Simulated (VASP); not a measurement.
Input of a VASP 6.6.1 run:

Contents of INCAR:

```
SYSTEM = Be
ALGO = Normal ; EDIFF = 1E-7
ENCUT = 520 ; GGA = PE
ISIF = 2 ; ISMEAR = 0
LASPH = .TRUE. ; LCHARG = .FALSE.
LREAL = .FALSE. ; LWAVE = .FALSE.
NBANDS = 15 ; NELM = 60
PREC = Accurate ; SIGMA = 0.1
```

KPOINTS

```
k-points
0
G
  6 6 6
  0 0 0
```

POSCAR

```
Be
1.0
    3.7990053077      2.1933567370      0.9939165961
   -3.7990053077      2.1933567370      0.9939165961
    0.0000000000     -4.3867134740      0.9939165961
Be
6
Direct
    0.5845000000      0.3510000000      0.2465000000
    0.2465000000      0.5845000000      0.3510000000
    0.3510000000      0.2465000000      0.5845000000
    0.4155000000      0.6490000000      0.7535000000
    0.7535000000      0.4155000000      0.6490000000
    0.6490000000      0.7535000000      0.4155000000
```

Potentials or basis: VASP PAW PBE potentials, release 64 (Be).

Launch:

```bash
$ cat potpaw_PBE.64/Be/POTCAR > POTCAR
$ mpirun -np 1 vasp_std > vasp.out
```

Task: Estimate the pressure.

Result: 71.8 GPa.

Task: What does it give for the largest force?

Result: 13.740 eV/Å.

Task: What does it give for the band gap on the k mesh?

Result: Zero (bands 6 and 7 overlap by 2.84 eV).

Forces on the atoms (eV/Å):
```
Be    6.084   6.867 -10.229
Be   -8.989   1.835 -10.229
Be    2.905  -8.702 -10.229
Be   -6.084  -6.867  10.229
Be    8.989  -1.835  10.229
Be   -2.905   8.702  10.229
```

Caveat: the k points lie up to 0.39 Å⁻¹ apart, too coarse for converged energies and pressures of a metal; forces of over 1 eV/Å act on the atoms, so gaps and moduli don't describe the material at rest.
